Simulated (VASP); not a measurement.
Write the native input for VASP 6.6.1 that does the following.

```yaml
Task: single point
Functional: PBEsol
Potentials_or_basis: VASP PAW PBE potentials, release 64 (K_sv, S)
Cutoff: 500 eV
k_mesh: 6 × 6 × 6
Occupations: gaussian, width 0.05 eV
Spin: no spin polarisation
Dipole_correction: no
Further_INCAR_settings: ALGO = Normal; EDIFF = 1e-06; NBANDS = 19
```

The structure of K2S lies in POSCAR:

```
K2S
1.0
    0.0000000000      3.6926324444      3.6926324444
    3.6926324444      0.0000000000      3.6926324444
    3.6926324444      3.6926324444      0.0000000000
K S
2 1
Direct
    0.2500000000      0.2500000000      0.2500000000
    0.7500000000      0.7500000000      0.7500000000
    0.0000000000      0.0000000000      0.0000000000
```

These files were run (other wordings do the same):

INCAR

```
SYSTEM = K2S
PREC = Accurate ; ENCUT = 500
EDIFF = 1E-6 ; ISMEAR = 0
SIGMA = 0.05 ; LREAL = .FALSE.
LASPH = .TRUE. ; NELM = 120
ALGO = Normal ; ISIF = 2
LWAVE = .FALSE. ; LCHARG = .FALSE.
GGA = PS ; NBANDS = 19
GGA_COMPAT = .FALSE.
```

KPOINTS

```
regular mesh
0
G
  6 6 6
  0 0 0
```

Potentials or basis: VASP PAW PBE potentials, release 64 (K_sv, S).

Run with:

```sh
$ cat potpaw_PBE.64/K_sv/POTCAR potpaw_PBE.64/S/POTCAR > POTCAR
$ mpirun -np 1 vasp_std > vasp.out
```

Results of the run:

| Item | Value |
| --- | --- |
| Pressure | -0.3 GPa |
| Band gap on the k mesh | 2.30 eV (least direct gap 2.50 eV) |

Caveat: the PAW data sets were made with another functional, which shifts forces and pressure a little.

Wall time 58 s on 1 thread of Intel Xeon 8259CL, with other jobs on the host, peak memory 0.24 GiB.
